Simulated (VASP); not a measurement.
Here is a VASP 6.6.1 calculation.

INCAR

```
PREC = Accurate
ENCUT = 520
EDIFF = 1E-8
ISMEAR = -1
SIGMA = 0.01
LREAL = False
LASPH = True
NELM = 80
ALGO = Normal
ISIF = 2
LWAVE = False
LCHARG = False
GGA = PE
LEFG = True
NBANDS = 11
```

KPOINTS

```
Automatic mesh
0
Gamma
  15 15 15
```

The input POSCAR:

```
MgO
1.0
    0.0000000000      2.1351500000      2.1351500000
    2.1351500000      0.0000000000      2.1351500000
    2.1351500000      2.1351500000      0.0000000000
Mg O
1 1
Direct
    0.0000000000      0.0000000000      0.0000000000
    0.5000000000      0.5000000000      0.5000000000
```

Potentials or basis: VASP PAW PBE potentials, release 64 (Mg, O).

Launch:

```console
$ cat potpaw_PBE.64/Mg/POTCAR potpaw_PBE.64/O/POTCAR > POTCAR
$ mpirun -np 1 vasp_std > vasp.out
```

Predict the pressure.

-2.4 GPa.

What does it give for the band gap on the k mesh?

4.34 eV, direct.

Caveat: without QUAD_EFG the Cq values of the log hold for a quadrupole moment of 1 mb, not for the nuclei.

**Experimental background.**

From “Electronic structure of alkaline earth and post-transition metal oxides”, 2009, arxiv:0908.1581, for a bulk crystal of MgO: band gap 7.83 eV.

A measured gap of MgO is 7.83 eV (quoted in “Electronic structure of alkaline earth and post-transition metal oxides”, 2009, arxiv:0908.1581); the calculated 4.34 eV misses it by -3.49 eV. The value is that of PBE on a finite k mesh, which can miss the band edges, without temperature or zero-point motion. Semilocal functionals fall short of measured gaps as a rule.
